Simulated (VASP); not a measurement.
A run of VASP 6.6.1 is set up as follows.

INCAR

```
PREC = Accurate
ENCUT = 520
EDIFF = 1E-6
ISMEAR = 0
SIGMA = 0.1
LREAL = F
LASPH = T
NELM = 80
ALGO = Normal
ISIF = 2
LWAVE = F
LCHARG = T
GGA = PE
LELF = T
LVHAR = T
NBANDS = 23
```

The input KPOINTS:

```
regular mesh
0
Gamma
  10 16 10
```

Contents of POSCAR:

```
AsPt
1.0
    4.5747828641      0.0000000000      0.0000000000
    0.0000000000      3.1941446034      0.0000000000
    0.0000000000      0.0000000000      4.5906591500
As Pt
2 2
Direct
    0.7500000000      0.0000000000      0.7403788720
    0.2500000000      0.0000000000      0.2596211280
    0.7500000000      0.5000000000      0.2227969798
    0.2500000000      0.5000000000      0.7772030202
```

Potentials or basis: VASP PAW PBE potentials, release 64 (As, Pt).

Run with:

```console
$ cat potpaw_PBE.64/As/POTCAR potpaw_PBE.64/Pt/POTCAR > POTCAR
$ mpirun -np 1 vasp_std > vasp.out
```

Question: What does it give for the band gap on the k mesh?

Answer: Zero (band 15 reaches 12.87 eV, above the bottom of band 16 at 7.77 eV).

Question: Predict the pressure.

Answer: -0.1 GPa.

Caveat: spin-orbit coupling is left out, which moves the levels of the heavy elements.
